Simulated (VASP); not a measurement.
# Pt (Im-3m) in VASP: single point with PBEsol

Aim: the single point of Pt with PBEsol.

All numbers are computed with VASP 6.6.1; they aren't measurements. Logs are shortened: lines on timing, memory, paths and dates and some standing lists are left out, and cuts for length are marked.

### Step 1. The cell of the first run

The structure is cubic, space group Im-3m (No. 229). Conventional cell: a = 3.121 Å, b = 3.121 Å, c = 3.121 Å, α = 90.00°, β = 90.00°, γ = 90.00°. Pt (site symmetry m-3m) has 14 Pt at 2.70 to 3.12 Å within 3.6 Å.

This isn't the form of Pt at room conditions, which is fcc.

### Step 2. Single point, PBEsol

File INCAR:

```
  ALGO = Fast
  EDIFF = 1E-6
  ENCUT = 520
  GGA = PS
  ISIF = 2
  ISMEAR = 0
  LASPH = True
  LCHARG = False
  LREAL = False
  LWAVE = False
  NBANDS = 28
  NELM = 100
  PREC = Accurate
  SIGMA = 0.15
```

File KPOINTS:

```
k-points
0
Gamma
  23 23 7
```

File POSCAR:

```
Pt
1.0
   -1.5604706007      1.5604706007     -1.5604706007
   -1.5604706007     -1.5604706007      1.5604706007
    0.0000000000      6.2418824029      6.2418824029
Pt
4
Direct
    0.0000000000      0.0000000000      0.0000000000
    0.5000000000      0.5000000000      0.2500000000
    0.0000000000      0.0000000000      0.5000000000
    0.5000000000      0.5000000000      0.7500000000
```

Potentials or basis: VASP PAW PBE potentials, release 64 (Pt).

Run with:

```console
cat potpaw_PBE.64/Pt/POTCAR > POTCAR
mpirun -np 1 vasp_std > vasp.out
```

OUTCAR:

```text
EDIFF = 1E-6
   ENCUT = 520
   GGA = PS
   ISIF = 2
   ISMEAR = 0
   LASPH = True
   LREAL = False
   NELM = 100
   PREC = Accurate

 ion  position               nearest neighbor table
   1  0.000  0.000  0.000-   2 2.70   4 2.70   2 2.70   4 2.70   2 3.12   4 3.12   2 3.12   4 3.12

   2  0.500  0.500  0.250-   1 2.70   3 2.70   1 2.70   3 2.70   1 3.12   3 3.12   1 3.12   3 3.12

   3  0.000  0.000  0.500-   2 2.70   4 2.70   2 2.70   4 2.70   2 3.12   4 3.12   2 3.12   4 3.12

   4  0.500  0.500  0.750-   1 2.70   3 2.70   1 2.70   3 2.70   1 3.12   3 3.12   1 3.12   3 3.12

  LATTYP: Found a base centered orthorhombic cell.
 ALAT       =     3.1209412014
 B/A-ratio  =     1.4142135624
 C/A-ratio  =     2.8284271248

  Lattice vectors:

 A1 = (  -1.5604706007,   1.5604706007,  -1.5604706007)
 A2 = (  -1.5604706007,  -1.5604706007,   1.5604706007)
 A3 = (   0.0000000000,   6.2418824029,   6.2418824029)

Analysis of symmetry for initial positions (statically):
=====================================================================
 Subroutine PRICEL returns following result:

  LATTYP: Found a body centered cubic cell.
 ALAT       =     3.1209412014

  Lattice vectors:

 A1 = (   1.5604706007,   1.5604706007,  -1.5604706007)
 A2 = (  -1.5604706007,  -1.5604706007,  -1.5604706007)
 A3 = (  -1.5604706007,   1.5604706007,   1.5604706007)

   4 primitive cells build up your supercell.

 Routine SETGRP: Setting up the symmetry group for a
 base centered orthorhombic supercell.

 Subroutine GETGRP returns: Found  8 space group operations
 (whereof  8 operations were pure point group operations)
 out of a pool of  8 trial point group operations.

The static configuration has the point symmetry D_2h.

Analysis of symmetry for dynamics (positions and initial velocities):
=====================================================================
 Subroutine PRICEL returns following result:

  LATTYP: Found a body centered cubic cell.
 ALAT       =     3.1209412014

  Lattice vectors:

 A1 = (   1.5604706007,   1.5604706007,  -1.5604706007)
 A2 = (  -1.5604706007,  -1.5604706007,  -1.5604706007)
 A3 = (  -1.5604706007,   1.5604706007,   1.5604706007)

   4 primitive cells build up your supercell.

 Routine SETGRP: Setting up the symmetry group for a
 base centered orthorhombic supercell.

 Subroutine GETGRP returns: Found  8 space group operations
 (whereof  8 operations were pure point group operations)
 out of a pool of  8 trial point group operations.

The dynamic configuration has the point symmetry D_2h.

 Subroutine INISYM returns: Found  8 space group operations
 (whereof  8 operations are pure point group operations),
 and found     4 'primitive' translations

----------------------------------------------------------------------------------------

                                     Primitive cell

  volume of cell :      15.1994

  direct lattice vectors                    reciprocal lattice vectors
     1.560470601  1.560470601 -1.560470601     0.000000000  0.320416161 -0.320416161
    -1.560470601 -1.560470601 -1.560470601    -0.320416161  0.000000000 -0.320416161
    -1.560470601  1.560470601  1.560470601    -0.320416161  0.320416161 -0.000000000

  length of vectors
     2.702814364  2.702814364  2.702814364     0.453136881  0.453136881  0.453136881

  position of ions in fractional coordinates (direct lattice)
     0.000000000  0.000000000  0.000000000

  ion indices of the primitive-cell ions
   primitive index   ion index
                 1           1

----------------------------------------------------------------------------------------

 KPOINTS: k-points

Automatic generation of k-mesh.
 Grid dimensions read from file:
 generate k-points for:   23   23    7

 Generating k-lattice:

  Cartesian coordinates                     Fractional coordinates (reciprocal lattice)
    -0.013931137  0.006965569 -0.006965569     0.043478261  0.000000000  0.000000000
    -0.013931137 -0.006965569  0.006965569     0.000000000  0.043478261  0.000000000
     0.000000000  0.011443434  0.011443434     0.000000000  0.000000000  0.142857143

  Length of vectors
     0.017062089  0.017062089  0.016183460

  Shift w.r.t. Gamma in fractional coordinates (k-lattice)
     0.000000000  0.000000000  0.000000000

 Subroutine IBZKPT returns following result:
 ===========================================

 Found    576 irreducible k-points:

 Following reciprocal coordinates:
            Coordinates               Weight
  0.000000  0.000000  0.000000      1.000000
  0.043478  0.000000  0.000000      4.000000
  0.086957  0.000000  0.000000      4.000000
  0.130435  0.000000  0.000000      4.000000
  0.173913  0.000000  0.000000      4.000000
  0.217391  0.000000  0.000000      4.000000
[... 16 lines left out ...]
  0.478261  0.043478  0.000000      4.000000
 -0.478261  0.043478  0.000000      4.000000
 [... further k-points ...]
   k-points           NKPTS =    576   k-points in BZ     NKDIM =    576   number of bands    NBANDS=     28
   number of dos      NEDOS =    301   number of ions     NIONS =      4
   total plane-waves  NPLWV =  28000
   dimension x,y,z NGX =    20 NGY =   20 NGZ =   70
   dimension x,y,z NGXF=    40 NGYF=   40 NGZF=  140
   ions per type =               4
   NGX,Y,Z   is equivalent  to a cutoff of  12.30, 12.30, 13.18 a.u.
   NGXF,Y,Z  is equivalent  to a cutoff of  24.60, 24.60, 26.37 a.u.
 SYSTEM =  unknown system
   PREC   = accura    normal or accurate (medium, high low for compatibility)
   ISTART =      0    job   : 0-new  1-cont  2-samecut
   ICHARG =      2    charge: 1-file 2-atom 10-const
   ISPIN  =      1    spin polarized calculation?
   LNONCOLLINEAR =      F non collinear calculations
   LSORBIT =      F    spin-orbit coupling
   LASPH  =      T    aspherical Exc in radial PAW
   ENCUT  =  520.0 eV  38.22 Ry    6.18 a.u.   5.03  5.03 16.41*2*pi/ulx,y,z
   NELM   =    100;   NELMIN=  2; NELMDL= -5     # of ELM steps
   EDIFF  = 0.1E-05   stopping-criterion for ELM
   LREAL  =      F    real-space projection
   EDIFFG = 0.1E-04   stopping-criterion for IOM
   NSW    =      0    number of steps for IOM
   IBRION =     -1    ionic relax: 0-MD 1-quasi-New 2-CG
   NFREE  =      0    steps in history (QN), initial steepest desc. (CG)
   ISIF   =      2    stress and relaxation
   ISYM   =      2    0-nonsym 1-usesym 2-fastsym
   POTIM  = 0.5000    time-step for ionic-motion
   TEBEG  =    0.0;   TEEND  =   0.0 temperature during run
   PSTRESS=    0.0 pullay stress
   NELECT =      40.0000    total number of electrons
   NUPDOWN=      -1.0000    fix difference up-down
   EMIN   =  10.00;   EMAX   =-10.00  energy-range for DOS
   EFERMI =   0.00;   METHOD = LEGACY
   ISMEAR =     0;   SIGMA  =   0.15  broadening in eV -4-tet -1-fermi 0-gaus
   EFERMI_NEDOS =   21; number of points for ismear=-14 and -15
   IALGO  =     68    algorithm
   IMIX   =      4    mixing-type and parameters
     AMIX     =   0.40;   BMIX     =  1.00
     AMIX_MAG =   1.60;   BMIX_MAG =  1.00
  volume/ion in A,a.u.               =      15.20       102.57
  Fermi-wavevector in a.u.,A,eV,Ry     =   1.423855  2.690697 27.583967  2.027364
  Thomas-Fermi vector in A             =   2.544409
   LORBIT       =      0    0 simple, 1 ext, 2 COOP (PROOUT), +10 PAW based schemes
   GGA     = PS    functional components
   LHFCALC =     F    Hartree Fock is set to
   AEXX    =    0.0000 exact exchange contribution
   IVDW    =     0    specifies the selected vdW correction
   LEPSILON=     F    determine dielectric tensor
   LRPA    =     F    only Hartree local field effects (RPA)
 non-spin polarized calculation
 RMM-DIIS sequential band-by-band and
 Gauss-broadening in eV      SIGMA  =   0.15
  energy-cutoff  :      520.00
  volume of cell :       60.80
 maximum number of plane-waves:      1664
   NGX = 11   NGY = 11   NGZ = 33

 number of electron      39.9999997 magnetization

 Free energy of the ion-electron system (eV)
  ---------------------------------------------------
  ext. energy  EPLUGINS =         0.00000000
  ---------------------------------------------------
  free energy    TOTEN  =       -27.43411313 eV

  energy without entropy =      -27.39574230  energy(sigma->0) =      -27.41492772

 E-fermi :  10.7246     XC(G=0): -13.5747

 val. band max:       10.7236451224   @ k =   0.3913   0.3478   0.2857
 cond. band min:      10.7249808959   @ k =  -0.4783   0.3478   0.1429
 fundamental gap:      0.0013357735
 Fermi energy:        10.7246155886

 k-point     1 :       0.0000    0.0000    0.0000
  band No.  band energies     occupation
      1       0.7507      2.00000
      2       2.9242      2.00000
      3       2.9242      2.00000
      4       3.7495      2.00000
      5       5.5008      2.00000
      6       6.2042      2.00000
[... 20 lines left out ...]
     27      25.5432      0.00000
     28      25.5432      0.00000

 k-point     2 :       0.0435    0.0000    0.0000
  band No.  band energies     occupation
      1       0.8110      2.00000
      2       2.9788      2.00000
      3       2.9788      2.00000
      4       3.8018      2.00000
      5       5.5173      2.00000
      6       6.2133      2.00000
[... 20 lines left out ...]
     27      25.5413      0.00000
     28      25.5413      0.00000

 k-point     3 :       0.0870    0.0000    0.0000
  band No.  band energies     occupation
      1       0.9898      2.00000
      2       3.1353      2.00000
      3       3.1353      2.00000
      4       3.9533      2.00000
      5       5.5650      2.00000
      6       6.2411      2.00000
[... 20 lines left out ...]
     27      25.5105      0.00000
     28      25.5105      0.00000

 k-point     4 :       0.1304    0.0000    0.0000
  band No.  band energies     occupation
      1       1.2804      2.00000
      2       3.3696      2.00000
      3       3.3696      2.00000
      4       4.1873      2.00000
      5       5.6406      2.00000
      6       6.2942      2.00000
[... 578 lines left out ...]
     27      18.2539      0.00000
     28      21.2507      0.00000

 k-point    23 :       0.4783    0.0435    0.0000
  band No.  band energies     occupation
      1       3.7960      2.00000
      2       3.7960      2.00000
      3       4.8468      2.00000
      4       4.8986      2.00000
      5       5.5287      2.00000
      6       5.5287      2.00000
[... 20 lines left out ...]
     27      19.2295      0.00000
     28      20.0020      0.00000

 k-point    24 :      -0.4783    0.0435    0.0000
  band No.  band energies     occupation
      1       3.8072      2.00000
      2       3.8072      2.00000
      3       4.7769      2.00000
      4       4.9880      2.00000
      5       5.5645      2.00000
      6       5.5645      2.00000
[... 20 lines left out ...]
     27      18.9212      0.00000
     28      20.4833      0.00000

 [... further k-points ...]
[... 5 lines left out ...]
  --------------------------------------------------------------------------------------
  -------------------------------------------------------------------------------------
  Total       -0.1076237     -0.1016072     -0.1016072      0.0000000      0.0531062      0.0000000
  in kB       -2.8361666     -2.6776154     -2.6776154      0.0000000      1.3994866      0.0000000
  external PRESSURE =      -2.7304658 kB  Pullay stress =       0.0000000 kB

 VOLUME and BASIS-vectors are now :
 -----------------------------------------------------------------------------
  energy-cutoff  :      520.00
  volume of cell :       60.80
      direct lattice vectors                 reciprocal lattice vectors
    -1.560470601  1.560470601 -1.560470601    -0.320416161  0.160208081 -0.160208081
    -1.560470601 -1.560470601  1.560470601    -0.320416161 -0.160208081  0.160208081
     0.000000000  6.241882403  6.241882403     0.000000000  0.080104040  0.080104040

 POSITION                                       TOTAL-FORCE (eV/Angst)
 -----------------------------------------------------------------------------------
      0.00000      0.00000      0.00000        -0.000000     -0.000000     -0.000000
     -1.56047      1.56047      1.56047        -0.000000     -0.000000      0.000000
      0.00000      3.12094      3.12094         0.000000     -0.000000     -0.000000
     -1.56047      4.68141      4.68141        -0.000000      0.000000      0.000000
 -----------------------------------------------------------------------------------
    total drift:                                0.000000      0.000000      0.000000

  FREE ENERGIE OF THE ION-ELECTRON SYSTEM (eV)
  ---------------------------------------------------
  free  energy   TOTEN  =       -27.4341131298 eV

  energy  without entropy=      -27.3957423012  energy(sigma->0) =      -27.41492772
```

Run time: 18 min. Hardware: 1 thread of Intel Xeon Platinum 8488C (Sapphire Rapids), shared host; peak memory 0.74 GiB.

Results:

| Quantity | Value |
| --- | --- |
| Free energy | -27.4341 eV |
| Pressure | -0.3 GPa |
| Band gap on the k mesh | zero (bands 20 and 21 overlap by 2.02 eV) |

Caveat: the PAW data sets were made with another functional, which shifts forces and pressure a little; spin-orbit coupling is left out, which moves the levels of the heavy elements.
